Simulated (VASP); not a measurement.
# BAs (F-43m) in VASP: single point with HSE06

Aim: the single point of BAs with HSE06.

Program: VASP 6.6.1. These are calculated values, not measurements. Logs are shortened: lines on timing, memory, paths and dates and some standing lists are left out, and cuts for length are marked.

## Step 1: The cell of the first run

Symmetry: F-43m, No. 216, cubic system. Conventional cell: a = 4.777 Å, b = 4.777 Å, c = 4.777 Å, α = 90.00°, β = 90.00°, γ = 90.00°. Within 2.7 Å of As (site symmetry -43m) lie 4 B at 2.07 Å. B (site symmetry -43m) has 4 As at 2.07 Å within 2.7 Å.

## Step 2: Single point, HSE06

POSCAR reads:

```
BAs
1.0
    0.0000000000      2.3885000000      2.3885000000
    2.3885000000      0.0000000000      2.3885000000
    2.3885000000      2.3885000000      0.0000000000
As B
1 1
Direct
    0.7500000000      0.7500000000      0.7500000000
    0.0000000000      0.0000000000      0.0000000000
```

INCAR.step1 reads:

```
SYSTEM = BAs
PREC = Accurate
ENCUT = 520
EDIFF = 1E-5
ISMEAR = -1
SIGMA = 0.05
LREAL = .False.
LASPH = .True.
NELM = 100
ALGO = Normal
ISIF = 2
LWAVE = .True.
LCHARG = .False.
GGA = PE
NBANDS = 11
```

INCAR.step2 reads:

```
SYSTEM = BAs
PREC = Accurate
ENCUT = 520
EDIFF = 1E-6
ISMEAR = -1
SIGMA = 0.05
LREAL = .False.
LASPH = .True.
NELM = 100
ALGO = Normal
ISIF = 2
LWAVE = .False.
LCHARG = .False.
GGA = PE
LHFCALC = .True.
HFSCREEN = 0.2079
PRECFOCK = Normal
ISTART = 1
NBANDS = 11
```

KPOINTS reads:

```
regular mesh
0
Gamma
  8 8 8
  0 0 0
```

Potentials or basis: VASP PAW PBE potentials, release 64 (As, B).

Command:

```console
$ cat potpaw_PBE.64/As/POTCAR potpaw_PBE.64/B/POTCAR > POTCAR
$ cp INCAR.step1 INCAR
$ mpirun -np 1 vasp_std > vasp.out
$ cp INCAR.step2 INCAR
$ mpirun -np 1 vasp_std > vasp.out
```

OUTCAR:

```text
SYSTEM = BAs
   PREC = Accurate
   ENCUT = 520
   EDIFF = 1E-6
   ISMEAR = -1
   LREAL = .False.
   LASPH = .True.
   NELM = 100
   ISIF = 2
   GGA = PE
   LHFCALC = .True.
   HFSCREEN = 0.2079
   PRECFOCK = Normal
   ISTART = 1

 ion  position               nearest neighbor table
   1  0.750  0.750  0.750-   2 2.07   2 2.07   2 2.07   2 2.07
   2  0.000  0.000  0.000-   1 2.07   1 2.07   1 2.07   1 2.07

  LATTYP: Found a face centered cubic cell.
 ALAT       =     4.7770000000

  Lattice vectors:

 A1 = (   0.0000000000,   2.3885000000,   2.3885000000)
 A2 = (   2.3885000000,   0.0000000000,   2.3885000000)
 A3 = (   2.3885000000,   2.3885000000,   0.0000000000)

Analysis of symmetry for initial positions (statically):
=====================================================================
 Subroutine PRICEL returns:
 Original cell was already a primitive cell.

 Routine SETGRP: Setting up the symmetry group for a
 face centered cubic supercell.

 Subroutine GETGRP returns: Found 24 space group operations
 (whereof 24 operations were pure point group operations)
 out of a pool of 48 trial point group operations.

The static configuration has the point symmetry T_d .

Analysis of symmetry for dynamics (positions and initial velocities):
=====================================================================
 Subroutine PRICEL returns:
 Original cell was already a primitive cell.

 Routine SETGRP: Setting up the symmetry group for a
 face centered cubic supercell.

 Subroutine GETGRP returns: Found 24 space group operations
 (whereof 24 operations were pure point group operations)
 out of a pool of 48 trial point group operations.

The dynamic configuration has the point symmetry T_d .

 Subroutine INISYM returns: Found 24 space group operations
 (whereof 24 operations are pure point group operations),
 and found     1 'primitive' translations

----------------------------------------------------------------------------------------

                                     Primitive cell

  volume of cell :      27.2525

  direct lattice vectors                    reciprocal lattice vectors
     0.000000000  2.388500000  2.388500000    -0.209336404  0.209336404  0.209336404
     2.388500000  0.000000000  2.388500000     0.209336404 -0.209336404  0.209336404
     2.388500000  2.388500000  0.000000000     0.209336404  0.209336404 -0.209336404

  length of vectors
     3.377849094  3.377849094  3.377849094     0.362581287  0.362581287  0.362581287

  position of ions in fractional coordinates (direct lattice)
     0.750000000  0.750000000  0.750000000
     0.000000000  0.000000000  0.000000000

  ion indices of the primitive-cell ions
   primitive index   ion index
                 1           1
                 2           2

----------------------------------------------------------------------------------------

 KPOINTS: regular mesh

Automatic generation of k-mesh.
 Grid dimensions read from file:
 generate k-points for:    8    8    8

 Generating k-lattice:

  Cartesian coordinates                     Fractional coordinates (reciprocal lattice)
    -0.026167050  0.026167050  0.026167050     0.125000000  0.000000000  0.000000000
     0.026167050 -0.026167050  0.026167050     0.000000000  0.125000000  0.000000000
     0.026167050  0.026167050 -0.026167050     0.000000000  0.000000000  0.125000000

  Length of vectors
     0.045322661  0.045322661  0.045322661

  Shift w.r.t. Gamma in fractional coordinates (k-lattice)
     0.000000000  0.000000000  0.000000000

 Subroutine IBZKPT returns following result:
 ===========================================

 Found     29 irreducible k-points:

 Following reciprocal coordinates:
            Coordinates               Weight
  0.000000  0.000000  0.000000      1.000000
  0.125000  0.000000  0.000000      8.000000
  0.250000  0.000000  0.000000      8.000000
  0.375000  0.000000  0.000000      8.000000
  0.500000  0.000000  0.000000      4.000000
  0.125000  0.125000  0.000000      6.000000
[... 16 lines left out ...]
  0.500000  0.250000  0.125000     48.000000
 -0.375000  0.250000  0.125000     24.000000
 [... further k-points ...]
   k-points           NKPTS =     29   k-points in BZ     NKDIM =    512   number of bands    NBANDS=     11
   number of dos      NEDOS =    301   number of ions     NIONS =      2
   total plane-waves  NPLWV =  21952
   dimension x,y,z NGX =    28 NGY =   28 NGZ =   28
   dimension x,y,z NGXF=    56 NGYF=   56 NGZF=   56
   ions per type =               1   1
   NGX,Y,Z   is equivalent  to a cutoff of  13.78, 13.78, 13.78 a.u.
   NGXF,Y,Z  is equivalent  to a cutoff of  27.56, 27.56, 27.56 a.u.
 SYSTEM =  BAs
   PREC   = accura    normal or accurate (medium, high low for compatibility)
   ISTART =      1    job   : 0-new  1-cont  2-samecut
   ICHARG =      0    charge: 1-file 2-atom 10-const
   ISPIN  =      1    spin polarized calculation?
   LNONCOLLINEAR =      F non collinear calculations
   LSORBIT =      F    spin-orbit coupling
   LASPH  =      T    aspherical Exc in radial PAW
   ENCUT  =  520.0 eV  38.22 Ry    6.18 a.u.   6.28  6.28  6.28*2*pi/ulx,y,z
   NELM   =    100;   NELMIN=  2; NELMDL=  0     # of ELM steps
   EDIFF  = 0.1E-05   stopping-criterion for ELM
   LREAL  =      F    real-space projection
   EDIFFG = 0.1E-04   stopping-criterion for IOM
   NSW    =      0    number of steps for IOM
   IBRION =     -1    ionic relax: 0-MD 1-quasi-New 2-CG
   NFREE  =      0    steps in history (QN), initial steepest desc. (CG)
   ISIF   =      2    stress and relaxation
   ISYM   =      3    0-nonsym 1-usesym 2-fastsym
   POTIM  = 0.5000    time-step for ionic-motion
   TEBEG  =    0.0;   TEEND  =   0.0 temperature during run
   PSTRESS=    0.0 pullay stress
   NELECT =       8.0000    total number of electrons
   NUPDOWN=      -1.0000    fix difference up-down
   EMIN   =  10.00;   EMAX   =-10.00  energy-range for DOS
   EFERMI =   0.00;   METHOD = LEGACY
   ISMEAR =    -1;   SIGMA  =   0.05  broadening in eV -4-tet -1-fermi 0-gaus
   EFERMI_NEDOS =   21; number of points for ismear=-14 and -15
   IALGO  =     38    algorithm
   IMIX   =      1    mixing-type and parameters
     AMIX     =   0.40;   BMIX     =  1.00
     AMIX_MAG =   1.60;   BMIX_MAG =  1.00
  volume/ion in A,a.u.               =      13.63        91.95
  Fermi-wavevector in a.u.,A,eV,Ry     =   1.088018  2.056057 16.106360  1.183784
  Thomas-Fermi vector in A             =   2.224191
   LORBIT       =      0    0 simple, 1 ext, 2 COOP (PROOUT), +10 PAW based schemes
   GGA     = PE    functional components
   LHFCALC =     T    Hartree Fock is set to
   PRECFOCK=normal    Normal, Fast or Accurate (Low or Medium for compatibility)
   ENCUT4O =  -1.0   cutoff for four orbital integrals eV
   NKREDX  =     1    reduce k-point grid by
   NKREDY  =     1    reduce k-point grid by
   NKREDZ  =     1    reduce k-point grid by
   AEXX    =    0.2500 exact exchange contribution
   HFSCREEN=    0.2079 screening length (either q_TF or 0.3 A-1)
   HFSCREENC=   0.2079 screening length for correlation (either q_TF or 0.3 A-1)
   ENCUTFOCK=  -1.0 apply spherical cutoff to Coloumb kernel
   IVDW    =     0    specifies the selected vdW correction
   LEPSILON=     F    determine dielectric tensor
   LRPA    =     F    only Hartree local field effects (RPA)
 non-spin polarized calculation
  energy-cutoff  :      520.00
  volume of cell :       27.25
 maximum number of plane-waves:       754
 NGX is ok and might be reduce to    28
  NGX = 20; NGY = 20; NGZ = 20

 number of electron       8.0000000 magnetization

 Free energy of the ion-electron system (eV)
  ---------------------------------------------------
  ext. energy  EPLUGINS =         0.00000000
  ---------------------------------------------------
  free energy    TOTEN  =       -13.25726910 eV

  energy without entropy =      -13.25726910  energy(sigma->0) =      -13.25726910

 E-fermi :   6.6227     XC(G=0):  -8.7622

 val. band max:        5.7147813332   @ k =   0.0000   0.0000   0.0000
 cond. band min:       7.5613042591   @ k =   0.3750   0.3750   0.0000
 fundamental gap:      1.8465229260
 Fermi energy:         6.6227232434

 k-point     1 :       0.0000    0.0000    0.0000
  band No.  band energies     occupation
      1     -11.2421      2.00000
      2       5.7148      2.00000
      3       5.7148      2.00000
      4       5.7148      2.00000
      5       9.8240      0.00000
      6       9.8240      0.00000
      7       9.8240      0.00000
      8      11.5820      0.00000
      9      16.3331      0.00000
     10      19.7621      0.00000
     11      19.7621      0.00000

 k-point     2 :       0.1250    0.0000    0.0000
  band No.  band energies     occupation
      1     -10.9597      2.00000
      2       3.6157      2.00000
      3       5.2537      2.00000
      4       5.2537      2.00000
      5       9.9925      0.00000
      6      10.4385      0.00000
      7      10.4385      0.00000
      8      12.8503      0.00000
      9      17.3499      0.00000
     10      18.3753      0.00000
     11      18.3753      0.00000

 k-point     3 :       0.2500    0.0000    0.0000
  band No.  band energies     occupation
      1     -10.1359      2.00000
      2       0.3224      2.00000
      3       4.4775      2.00000
      4       4.4775      2.00000
      5       9.6633      0.00000
      6      11.2992      0.00000
      7      11.2992      0.00000
      8      14.8855      0.00000
      9      17.9928      0.00000
     10      17.9928      0.00000
     11      18.1158      0.00000

 k-point     4 :       0.3750    0.0000    0.0000
  band No.  band energies     occupation
      1      -8.9068      2.00000
      2      -2.5595      2.00000
      3       3.9209      2.00000
      4       3.9209      2.00000
      5       9.3713      0.00000
      6      11.4698      0.00000
      7      11.4698      0.00000
      8      15.7532      0.00000
      9      18.7732      0.00000
     10      19.5871      0.00000
     11      19.5871      0.00000

 k-point     5 :       0.5000    0.0000    0.0000
  band No.  band energies     occupation
      1      -8.0506      2.00000
      2      -3.9845      2.00000
      3       3.7267      2.00000
      4       3.7267      2.00000
      5       9.2687      0.00000
      6      11.4057      0.00000
      7      11.4057      0.00000
      8      15.7284      0.00000
      9      19.7917      0.00000
     10      21.6529      0.00000
     11      21.6529      0.00000
[... 211 lines left out ...]
 k-point    21 :       0.5000    0.5000    0.0000
  band No.  band energies     occupation
      1      -6.5446      2.00000
      2      -3.7717      2.00000
      3       1.2524      2.00000
      4       1.2524      2.00000
      5       7.7868      0.00000
      6       7.8564      0.00000
      7      18.6514      0.00000
      8      18.6514      0.00000
      9      20.1469      0.00000
     10      24.5329      0.00000
     11      24.8174      0.00000

 k-point    22 :       0.3750    0.2500    0.1250
  band No.  band energies     occupation
      1      -9.4131      2.00000
      2       0.0158      2.00000
      3       1.6924      2.00000
      4       3.5305      2.00000
      5       9.7660      0.00000
      6      12.0072      0.00000
      7      12.5759      0.00000
      8      14.0276      0.00000
      9      17.6784      0.00000
     10      20.2846      0.00000
     11      21.2865      0.00000

 k-point    23 :       0.5000    0.2500    0.1250
  band No.  band energies     occupation
      1      -8.2214      2.00000
      2      -2.1790      2.00000
      3       0.8872      2.00000
      4       2.7472      2.00000
      5      10.4467      0.00000
      6      11.7186      0.00000
      7      13.3524      0.00000
      8      14.9250      0.00000
      9      18.4397      0.00000
     10      20.2933      0.00000
     11      22.5820      0.00000

 k-point    24 :      -0.3750    0.2500    0.1250
  band No.  band energies     occupation
      1      -7.4037      2.00000
      2      -3.4484      2.00000
      3       0.7477      2.00000
      4       2.3781      2.00000
      5      10.5760      0.00000
      6      11.3731      0.00000
      7      14.4333      0.00000
      8      15.9973      0.00000
      9      17.1643      0.00000
     10      21.2149      0.00000
     11      22.2275      0.00000

 [... further k-points ...]

------------------------ aborting loop because EDIFF is reached ----------------------------------------

  FORCE on cell =-STRESS in cart. coord.  units (eV):
  Direction    XX          YY          ZZ          XY          YZ          ZX
  --------------------------------------------------------------------------------------
  -------------------------------------------------------------------------------------
  Total       -0.1038270     -0.1038270     -0.1038270      0.0000000      0.0000000      0.0000000
  in kB       -6.1040095     -6.1040095     -6.1040095      0.0000000      0.0000000      0.0000000
  external PRESSURE =      -6.1040095 kB  Pullay stress =       0.0000000 kB

 VOLUME and BASIS-vectors are now :
 -----------------------------------------------------------------------------
  energy-cutoff  :      520.00
  volume of cell :       27.25
      direct lattice vectors                 reciprocal lattice vectors
     0.000000000  2.388500000  2.388500000    -0.209336404  0.209336404  0.209336404
     2.388500000  0.000000000  2.388500000     0.209336404 -0.209336404  0.209336404
     2.388500000  2.388500000  0.000000000     0.209336404  0.209336404 -0.209336404

 POSITION                                       TOTAL-FORCE (eV/Angst)
 -----------------------------------------------------------------------------------
      3.58275      3.58275      3.58275         0.000000      0.000000      0.000000
      0.00000      0.00000      0.00000        -0.000000     -0.000000     -0.000000
 -----------------------------------------------------------------------------------
    total drift:                                0.000000     -0.000000      0.000000

  FREE ENERGIE OF THE ION-ELECTRON SYSTEM (eV)
  ---------------------------------------------------
  free  energy   TOTEN  =       -13.2572691026 eV

  energy  without entropy=      -13.2572691023  energy(sigma->0) =      -13.25726910
```

Wall time 59 min (1 thread of Intel Xeon Platinum 8259CL at 2.50GHz (Skylake/Cascade Lake), shared host); peak memory 0.29 GiB.

What came out:

* Free energy: -13.2573 eV
* Pressure: -0.6 GPa
* Band gap on the k mesh: 1.85 eV (least direct gap 4.11 eV)

Caveat: the PAW data sets were made with another functional, which shifts forces and pressure a little.
